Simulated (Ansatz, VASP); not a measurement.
# V: VASP beside Ansatz

```
V
1.0
     0.00000    1.90815    1.90815
     1.90815    0.00000    1.90815
     1.90815    1.90815    0.00000
V
1
Direct
  0.00000 0.00000 0.00000
```

Alike in both runs: functional PBE; k mesh 15 × 15 × 15; occupations fermi-dirac, width 0.05 eV; collinear spin.

Ansatz relaxed the structure, and its values are those at the end. VASP's run is a single point on that final structure, the one shown.

```csv
,VASP,Ansatz
version,VASP 6.6.1,Ansatz 0.2.0
potentials or method,"VASP PAW PBE potentials, release 64 (V_sv), cutoff 520 eV","all-electron LAPW, scalar-relativistic"
```

```tsv
	VASP	Ansatz	Ansatz less VASP
pressure (GPa)	0.2	0.0	-0.22
net moment per atom (μB)	0.00	0.00	-0.001
```

Ansatz ran all-electron here, and VASP with PAW potentials. Ansatz's warnings: seeded moment not kept.
